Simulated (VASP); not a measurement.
# Sb (Fm-3m) in VASP: further runs, part 2 of 2

VASP 6.6.1. Earlier steps stand in the parts before.

## 3. Single point, PBE (volume scaled by 0.45)

INCAR

```
SYSTEM = Sb
PREC     = Accurate       ! precision mode
ENCUT    = 520            ! plane-wave cutoff, eV
EDIFF    = 1E-6           ! SCF threshold, eV
ISMEAR   = -1             ! smearing method
SIGMA    = 0.08           ! smearing width, eV
LREAL    = .FALSE.        ! projectors in reciprocal space
LASPH    = .TRUE.         ! aspherical terms in the spheres
NELM     = 80             ! most SCF steps
ALGO     = Normal         ! electronic algorithm
ISIF     = 2              ! what is computed and relaxed
LWAVE    = .FALSE.        ! write WAVECAR
LCHARG   = .FALSE.        ! write CHGCAR
GGA      = PE             ! functional
NBANDS   = 8              ! bands
```

KPOINTS

```
regular mesh
0
G
  15 15 15
  0 0 0
```

POSCAR

```
Sb
1.0
    0.0000000000      1.8360508639      1.8360508639
    1.8360508639      0.0000000000      1.8360508639
    1.8360508639      1.8360508639      0.0000000000
Sb
1
Direct
    0.0000000000      0.0000000000      0.0000000000
```

Potentials or basis: VASP PAW PBE potentials, release 64 (Sb).

Command:

```bash
> cat potpaw_PBE.64/Sb/POTCAR > POTCAR
> mpirun -np 1 vasp_std > vasp.out
```

OUTCAR:

```text
SYSTEM = Sb
   PREC = Accurate
   ENCUT = 520
   EDIFF = 1E-6
   ISMEAR = -1
   LREAL = .FALSE.
   LASPH = .TRUE.
   NELM = 80
   ISIF = 2
   GGA = PE

 ion  position               nearest neighbor table
   1  0.000  0.000  0.000-

  LATTYP: Found a face centered cubic cell.
 ALAT       =     3.6721017278

  Lattice vectors:

 A1 = (   0.0000000000,   1.8360508639,   1.8360508639)
 A2 = (   1.8360508639,   0.0000000000,   1.8360508639)
 A3 = (   1.8360508639,   1.8360508639,   0.0000000000)

Analysis of symmetry for initial positions (statically):
=====================================================================
 Subroutine PRICEL returns:
 Original cell was already a primitive cell.

 Routine SETGRP: Setting up the symmetry group for a
 face centered cubic supercell.

 Subroutine GETGRP returns: Found 48 space group operations
 (whereof 48 operations were pure point group operations)
 out of a pool of 48 trial point group operations.

The static configuration has the point symmetry O_h .

Analysis of symmetry for dynamics (positions and initial velocities):
=====================================================================
 Subroutine PRICEL returns:
 Original cell was already a primitive cell.

 Routine SETGRP: Setting up the symmetry group for a
 face centered cubic supercell.

 Subroutine GETGRP returns: Found 48 space group operations
 (whereof 48 operations were pure point group operations)
 out of a pool of 48 trial point group operations.

The dynamic configuration has the point symmetry O_h .

 Subroutine INISYM returns: Found 48 space group operations
 (whereof 48 operations are pure point group operations),
 and found     1 'primitive' translations

----------------------------------------------------------------------------------------

                                     Primitive cell

  volume of cell :      12.3790

  direct lattice vectors                    reciprocal lattice vectors
     0.000000000  1.836050864  1.836050864    -0.272323610  0.272323610  0.272323610
     1.836050864  0.000000000  1.836050864     0.272323610 -0.272323610  0.272323610
     1.836050864  1.836050864  0.000000000     0.272323610  0.272323610 -0.272323610

  length of vectors
     2.596568033  2.596568033  2.596568033     0.471678329  0.471678329  0.471678329

  position of ions in fractional coordinates (direct lattice)
     0.000000000  0.000000000  0.000000000

  ion indices of the primitive-cell ions
   primitive index   ion index
                 1           1

----------------------------------------------------------------------------------------

 KPOINTS: regular mesh

Automatic generation of k-mesh.
 Grid dimensions read from file:
 generate k-points for:   15   15   15

 Generating k-lattice:

  Cartesian coordinates                     Fractional coordinates (reciprocal lattice)
    -0.018154907  0.018154907  0.018154907     0.066666667  0.000000000  0.000000000
     0.018154907 -0.018154907  0.018154907     0.000000000  0.066666667  0.000000000
     0.018154907  0.018154907 -0.018154907     0.000000000  0.000000000  0.066666667

  Length of vectors
     0.031445222  0.031445222  0.031445222

  Shift w.r.t. Gamma in fractional coordinates (k-lattice)
     0.000000000  0.000000000  0.000000000

 Subroutine IBZKPT returns following result:
 ===========================================

 Found    120 irreducible k-points:

 Following reciprocal coordinates:
            Coordinates               Weight
  0.000000  0.000000  0.000000      1.000000
  0.066667  0.000000  0.000000      8.000000
  0.133333  0.000000  0.000000      8.000000
  0.200000  0.000000  0.000000      8.000000
  0.266667  0.000000  0.000000      8.000000
  0.333333  0.000000  0.000000      8.000000
[... 16 lines left out ...]
  0.133333  0.133333  0.000000      6.000000
  0.200000  0.133333  0.000000     24.000000
 [... further k-points ...]
   k-points           NKPTS =    120   k-points in BZ     NKDIM =    120   number of bands    NBANDS=      8
   number of dos      NEDOS =    301   number of ions     NIONS =      1
   total plane-waves  NPLWV =   8000
   dimension x,y,z NGX =    20 NGY =   20 NGZ =   20
   dimension x,y,z NGXF=    40 NGYF=   40 NGZF=   40
   ions per type =               1
   NGX,Y,Z   is equivalent  to a cutoff of  12.81, 12.81, 12.81 a.u.
   NGXF,Y,Z  is equivalent  to a cutoff of  25.61, 25.61, 25.61 a.u.
 SYSTEM =  Sb
   PREC   = accura    normal or accurate (medium, high low for compatibility)
   ISTART =      0    job   : 0-new  1-cont  2-samecut
   ICHARG =      2    charge: 1-file 2-atom 10-const
   ISPIN  =      1    spin polarized calculation?
   LNONCOLLINEAR =      F non collinear calculations
   LSORBIT =      F    spin-orbit coupling
   LASPH  =      T    aspherical Exc in radial PAW
   ENCUT  =  520.0 eV  38.22 Ry    6.18 a.u.   4.83  4.83  4.83*2*pi/ulx,y,z
   NELM   =     80;   NELMIN=  2; NELMDL= -5     # of ELM steps
   EDIFF  = 0.1E-05   stopping-criterion for ELM
   LREAL  =      F    real-space projection
   EDIFFG = 0.1E-04   stopping-criterion for IOM
   NSW    =      0    number of steps for IOM
   IBRION =     -1    ionic relax: 0-MD 1-quasi-New 2-CG
   NFREE  =      0    steps in history (QN), initial steepest desc. (CG)
   ISIF   =      2    stress and relaxation
   ISYM   =      2    0-nonsym 1-usesym 2-fastsym
   POTIM  = 0.5000    time-step for ionic-motion
   TEBEG  =    0.0;   TEEND  =   0.0 temperature during run
   PSTRESS=    0.0 pullay stress
   NELECT =       5.0000    total number of electrons
   NUPDOWN=      -1.0000    fix difference up-down
   EMIN   =  10.00;   EMAX   =-10.00  energy-range for DOS
   EFERMI =   0.00;   METHOD = LEGACY
   ISMEAR =    -1;   SIGMA  =   0.08  broadening in eV -4-tet -1-fermi 0-gaus
   EFERMI_NEDOS =   21; number of points for ismear=-14 and -15
   IALGO  =     38    algorithm
   IMIX   =      4    mixing-type and parameters
     AMIX     =   0.40;   BMIX     =  1.00
     AMIX_MAG =   1.60;   BMIX_MAG =  1.00
  volume/ion in A,a.u.               =      12.38        83.54
  Fermi-wavevector in a.u.,A,eV,Ry     =   1.210143  2.286839 19.925008  1.464447
  Thomas-Fermi vector in A             =   2.345699
   LORBIT       =      0    0 simple, 1 ext, 2 COOP (PROOUT), +10 PAW based schemes
   GGA     = PE    functional components
   LHFCALC =     F    Hartree Fock is set to
   AEXX    =    0.0000 exact exchange contribution
   IVDW    =     0    specifies the selected vdW correction
   LEPSILON=     F    determine dielectric tensor
   LRPA    =     F    only Hartree local field effects (RPA)
 non-spin polarized calculation
  energy-cutoff  :      520.00
  volume of cell :       12.38
 maximum number of plane-waves:       347
   NGX =  9   NGY =  9   NGZ =  9

 number of electron       5.0000000 magnetization

 Free energy of the ion-electron system (eV)
  ---------------------------------------------------
  ext. energy  EPLUGINS =         0.00000000
  ---------------------------------------------------
  free energy    TOTEN  =         2.87107299 eV

  energy without entropy =        2.88113463  energy(sigma->0) =        2.87610381

 E-fermi :  23.2737     XC(G=0): -13.9863

 val. band max:       23.2401975244   @ k =  -0.4000   0.2000   0.0000
 cond. band min:      23.2850428082   @ k =  -0.4667   0.2667   0.0667
 fundamental gap:      0.0448452839
 Fermi energy:        23.2736604909

 k-point     1 :       0.0000    0.0000    0.0000
  band No.  band energies     occupation
      1       1.0421      2.00000
      2      31.4452      0.00000
      3      34.8537      0.00000
      4      34.8537      0.00000
      5      34.8537      0.00000
      6      36.2296      0.00000
      7      36.2296      0.00000
      8      36.2296      0.00000
[... 243 lines left out ...]
 k-point    24 :       0.2000    0.1333    0.0000
  band No.  band energies     occupation
      1       2.5609      2.00000
      2      27.8214      0.00000
      3      30.0329      0.00000
      4      30.8118      0.00000
      5      33.0684      0.00000
      6      35.2150      0.00000
      7      38.9988      0.00000
      8      40.5366      0.00000

 [... further k-points ...]

------------------------ aborting loop because EDIFF is reached ----------------------------------------

  FORCE on cell =-STRESS in cart. coord.  units (eV):
  Direction    XX          YY          ZZ          XY          YZ          ZX
  --------------------------------------------------------------------------------------
  -------------------------------------------------------------------------------------
  Total       23.4591795     23.4591795     23.4591795     -0.0000000      0.0000000     -0.0000000
  in kB     3036.2622489   3036.2622489   3036.2622489     -0.0000000      0.0000000     -0.0000000
  external PRESSURE =    3036.2622489 kB  Pullay stress =       0.0000000 kB

 VOLUME and BASIS-vectors are now :
 -----------------------------------------------------------------------------
  energy-cutoff  :      520.00
  volume of cell :       12.38
      direct lattice vectors                 reciprocal lattice vectors
     0.000000000  1.836050864  1.836050864    -0.272323610  0.272323610  0.272323610
     1.836050864  0.000000000  1.836050864     0.272323610 -0.272323610  0.272323610
     1.836050864  1.836050864  0.000000000     0.272323610  0.272323610 -0.272323610

 POSITION                                       TOTAL-FORCE (eV/Angst)
 -----------------------------------------------------------------------------------
      0.00000      0.00000      0.00000         0.000000     -0.000000     -0.000000
 -----------------------------------------------------------------------------------
    total drift:                                0.000000      0.000000     -0.000000

  FREE ENERGIE OF THE ION-ELECTRON SYSTEM (eV)
  ---------------------------------------------------
  free  energy   TOTEN  =         2.8710729863 eV

  energy  without entropy=        2.8811346325  energy(sigma->0) =        2.87610381
```

Wall time 15 s (1 thread of Intel Xeon 8259CL, shared host); peak memory 0.13 GiB.

Results:

```
Free energy : 2.8711 eV
Pressure    : 303.6 GPa
```

Caveat: spin-orbit coupling is left out, which moves the levels of the heavy elements.

## 4. Single point, PBE (volume scaled by 0.45)

INCAR

```
  PREC = Accurate
  ENCUT = 520
  EDIFF = 1E-6
  ISMEAR = -1
  SIGMA = 0.08
  LREAL = F
  LASPH = T
  NELM = 60
  ALGO = Normal
  ISIF = 2
  LWAVE = F
  LCHARG = F
  GGA = PE
  NBANDS = 8
```

KPOINTS

```
regular mesh
0
Gamma
  15 15 15
```

POSCAR is that of step 3.

Potentials or basis: VASP PAW PBE potentials, release 64 (Sb).

Command:

```bash
> cat potpaw_PBE.64/Sb/POTCAR > POTCAR
> mpirun -np 1 vasp_std > vasp.out
```

OUTCAR:

```text
PREC = Accurate
   ENCUT = 520
   EDIFF = 1E-6
   ISMEAR = -1
   LREAL = F
   LASPH = T
   NELM = 60
   ISIF = 2
   GGA = PE

 ion  position               nearest neighbor table
   1  0.000  0.000  0.000-

  LATTYP: Found a face centered cubic cell.
 ALAT       =     3.6721017278

  Lattice vectors:

 A1 = (   0.0000000000,   1.8360508639,   1.8360508639)
 A2 = (   1.8360508639,   0.0000000000,   1.8360508639)
 A3 = (   1.8360508639,   1.8360508639,   0.0000000000)

Analysis of symmetry for initial positions (statically):
=====================================================================
 Subroutine PRICEL returns:
 Original cell was already a primitive cell.

 Routine SETGRP: Setting up the symmetry group for a
 face centered cubic supercell.

 Subroutine GETGRP returns: Found 48 space group operations
 (whereof 48 operations were pure point group operations)
 out of a pool of 48 trial point group operations.

The static configuration has the point symmetry O_h .

Analysis of symmetry for dynamics (positions and initial velocities):
[... 151 lines left out ...]
  ---------------------------------------------------
  free energy    TOTEN  =         2.87107299 eV

  energy without entropy =        2.88113463  energy(sigma->0) =        2.87610381

 E-fermi :  23.2737     XC(G=0): -13.9863

 val. band max:       23.2401975244   @ k =  -0.4000   0.2000   0.0000
 cond. band min:      23.2850428082   @ k =  -0.4667   0.2667   0.0667
 fundamental gap:      0.0448452839
 Fermi energy:        23.2736604909

 k-point     1 :       0.0000    0.0000    0.0000
  band No.  band energies     occupation
      1       1.0421      2.00000
      2      31.4452      0.00000
      3      34.8537      0.00000
      4      34.8537      0.00000
      5      34.8537      0.00000
      6      36.2296      0.00000
      7      36.2296      0.00000
      8      36.2296      0.00000
[... 243 lines left out ...]
 k-point    24 :       0.2000    0.1333    0.0000
  band No.  band energies     occupation
      1       2.5609      2.00000
      2      27.8214      0.00000
      3      30.0329      0.00000
      4      30.8118      0.00000
      5      33.0684      0.00000
      6      35.2150      0.00000
      7      38.9988      0.00000
      8      40.5366      0.00000

 [... further k-points ...]
[... 5 lines left out ...]
  --------------------------------------------------------------------------------------
  -------------------------------------------------------------------------------------
  Total       23.4591795     23.4591795     23.4591795     -0.0000000      0.0000000     -0.0000000
  in kB     3036.2622489   3036.2622489   3036.2622489     -0.0000000      0.0000000     -0.0000000
  external PRESSURE =    3036.2622489 kB  Pullay stress =       0.0000000 kB

 VOLUME and BASIS-vectors are now :
 -----------------------------------------------------------------------------
  energy-cutoff  :      520.00
  volume of cell :       12.38
      direct lattice vectors                 reciprocal lattice vectors
     0.000000000  1.836050864  1.836050864    -0.272323610  0.272323610  0.272323610
     1.836050864  0.000000000  1.836050864     0.272323610 -0.272323610  0.272323610
     1.836050864  1.836050864  0.000000000     0.272323610  0.272323610 -0.272323610

 POSITION                                       TOTAL-FORCE (eV/Angst)
 -----------------------------------------------------------------------------------
      0.00000      0.00000      0.00000         0.000000     -0.000000     -0.000000
 -----------------------------------------------------------------------------------
    total drift:                                0.000000      0.000000     -0.000000

  FREE ENERGIE OF THE ION-ELECTRON SYSTEM (eV)
  ---------------------------------------------------
  free  energy   TOTEN  =         2.8710729863 eV

  energy  without entropy=        2.8811346325  energy(sigma->0) =        2.87610381
```

OSZICAR:

```text
N       E                     dE             d eps       ncg     rms          rms(c)
DAV:   1     0.127350641808E+02    0.12735E+02   -0.19958E+03  2080   0.440E+02
DAV:   2     0.278338574069E+01   -0.99517E+01   -0.97179E+01  2608   0.654E+01
DAV:   3     0.270415323431E+01   -0.79233E-01   -0.78970E-01  2448   0.676E+00
DAV:   4     0.270403315212E+01   -0.12008E-03   -0.12008E-03  2912   0.276E-01
DAV:   5     0.270403309394E+01   -0.58185E-07   -0.58012E-07  2592   0.475E-03    0.780E+00
DAV:   6     0.281380162959E+01    0.10977E+00   -0.12206E-02  2376   0.779E-01    0.502E+00
DAV:   7     0.286909256047E+01    0.55291E-01   -0.27050E-02  2512   0.118E+00    0.144E-01
DAV:   8     0.287106574532E+01    0.19732E-02   -0.17441E-03  2248   0.289E-01    0.145E-02
DAV:   9     0.287107299708E+01    0.72518E-05   -0.16525E-05  2984   0.292E-02    0.537E-03
DAV:  10     0.287107453674E+01    0.15397E-05   -0.94937E-07  2296   0.704E-03    0.716E-03
DAV:  11     0.287107295937E+01   -0.15774E-05   -0.11392E-07  2176   0.246E-03    0.694E-04
DAV:  12     0.287107298629E+01    0.26917E-07   -0.17878E-09  1200   0.312E-04
   1 F= 0.28710730E+01 E0= 0.28761038E+01  d E =-.100616E-01
```

stdout:

```text
POSCAR found type information on POSCAR Sb
 POSCAR found :  1 types and       1 ions
 scaLAPACK will be used
 LDA part: xc-table for (Slater+PW92), standard interpolation
 POSCAR, INCAR and KPOINTS ok, starting setup
 FFT: planning ... GRIDC
 FFT: planning ... GRID_SOFT
 FFT: planning ... GRID
 WAVECAR not read
 entering main loop
```

Run time: 18 s. Hardware: 1 thread of Intel Xeon 8259CL, shared host; peak memory 0.13 GiB.

What came out:

| Quantity | Value |
| --- | --- |
| Free energy | 2.8711 eV |
| Pressure | 303.6 GPa |

Caveat: spin-orbit coupling is left out, which moves the levels of the heavy elements.

## 5. Single point, PBE (volume scaled by 0.52)

INCAR

```
SYSTEM = Sb
PREC = Accurate
ENCUT = 520
EDIFF = 1E-6
ISMEAR = -1
SIGMA = 0.08
LREAL = .FALSE.
LASPH = .TRUE.
NELM = 80
ALGO = Normal
ISIF = 2
LWAVE = .FALSE.
LCHARG = .FALSE.
GGA = PE
NBANDS = 8
```

KPOINTS

```
Automatic mesh
0
G
  15 15 15
  0 0 0
```

POSCAR

```
Sb
1.0
    0.0000000000      1.9267039372      1.9267039372
    1.9267039372      0.0000000000      1.9267039372
    1.9267039372      1.9267039372      0.0000000000
Sb
1
Direct
    0.0000000000      0.0000000000      0.0000000000
```

Command:

```bash
> cat potpaw_PBE.64/Sb/POTCAR > POTCAR
> mpirun -np 1 vasp_std > vasp.out
```

Run time: 16 s. Hardware: 1 thread of Intel Xeon 8259CL, shared host; peak memory 0.13 GiB.

The run converged. Its results:

| Quantity | Value |
| --- | --- |
| Free energy | 0.0658 eV |
| Pressure | 176.4 GPa |

Levels at points of the mesh, in eV from the Fermi level:
```csv
k point,band 1,band 2,band 3,band 4,band 5,band 6,band 7
"(0.00, 0.00, 0.00)",-19.91,9.03,10.74,10.74,10.74,12.40,12.40
```

Caveat: spin-orbit coupling is left out, which moves the levels of the heavy elements.

## 6. Summary

```csv
task,cell,cutoff (eV),gap on the mesh (eV),pressure (GPa)
relaxation of cell and atoms,"relaxed from a = 3.408 Å, angles 60.0°, 1 atom",500,none,0.0
single point,"a = 2.597 Å, angles 60.0°, 1 atom",520,none,303.6
single point,"a = 2.725 Å, angles 60.0°, 1 atom",520,none,176.4
```

Alike in all rows: level PBE; potentials or basis VASP PAW PBE potentials, release 64 (Sb); no spin polarisation; k mesh 15 × 15 × 15; smearing fermi-dirac 0.08 eV.

Caveats: spin-orbit coupling is left out, which moves the levels of the heavy elements.

Total energies depend on the potentials used, so only differences within one code and one set of settings carry meaning.
